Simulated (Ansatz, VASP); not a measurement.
# BeTe: VASP beside Ansatz

Contents of POSCAR:

```
BeTe
1.0
    0.0000000000      2.8286228795      2.8286228795
    2.8286228795      0.0000000000      2.8286228795
    2.8286228795      2.8286228795      0.0000000000
Be Te
1 1
Direct
    0.0000000000      0.0000000000      0.0000000000
    0.2500000000      0.2500000000      0.2500000000
```

File INCAR.step1:

```
SYSTEM = BeTe
PREC = Accurate
ENCUT = 520
ISMEAR = 0
SIGMA = 0.01
LREAL = .FALSE.
LASPH = .TRUE.
NELM = 100
NBANDS = 11
GGA = PE
ALGO = Normal
EDIFF = 1E-4
LWAVE = .TRUE.
LCHARG = .FALSE.
```

The input INCAR.step2:

```
SYSTEM = BeTe
PREC = Accurate
ENCUT = 520
EDIFF = 1E-6
ISMEAR = 0
SIGMA = 0.01
LREAL = .FALSE.
LASPH = .TRUE.
NELM = 100
ALGO = Normal
ISIF = 2
LWAVE = .FALSE.
LCHARG = .FALSE.
METAGGA = R2SCAN
LMIXTAU = .TRUE.
NBANDS = 11
ISTART = 1
```

Contents of KPOINTS:

```
Automatic mesh
0
G
  8 8 8
  0 0 0
```

Input for Ansatz:

```yaml
crystal:
  lattice:
    - [0.0, 2.8286228795, 2.8286228795]
    - [2.8286228795, 0.0, 2.8286228795]
    - [2.8286228795, 2.8286228795, 0.0]
  atoms:
    - { symbol: Be, position: [0.0, 0.0, 0.0] }
    - { symbol: Te, position: [0.25, 0.25, 0.25] }
kpoints:
  mp_grid: { grid: [8, 8, 8] }
  band_path:
    path:
      - [0.0, 0.0, 0.0]
      - [-0.5, -0.5, 0.0]
      - [-0.375, -0.375, 0.25]
      - [-0.375, 0.0, 0.375]
      - [0.0, 0.0, 0.5]
      - [-0.5, -0.25, 0.25]
      - [0.0, 0.5, 0.5]
    npoints: 1
hamiltonian:
  xc: r2scan
scf:
  occupations: { method: fixed }
  n_extra_bands: 4
output:
  forces: true
  stress: true
  eigenvalues: true
```

Alike in both runs: task single point; functional r2SCAN; k mesh 8 × 8 × 8; no spin polarisation.

```csv
,VASP,Ansatz
version,VASP 6.6.1,Ansatz 0.2.0
potentials or method,"VASP PAW PBE potentials, release 64 (Be, Te)","plane waves, PAW"
plane-wave cutoff (eV),520,500
occupations,"gaussian, width 0.01 eV",fixed
valence electrons in the cell,8,18
```

|  | VASP | Ansatz | Ansatz less VASP |
| --- | --- | --- | --- |
| gap on the k mesh at the Fermi level (eV) | 2.37 | 2.38 | +0.006 |
| pressure (GPa) | 0.2 | 0.0 | -0.16 |

VASP's potentials were made for PBE, not for r2SCAN. VASP's potentials hold 8 valence electrons a cell and Ansatz's 18, so a difference there can come from the potentials and not from the codes.

Neither program's run includes spin-orbit coupling.
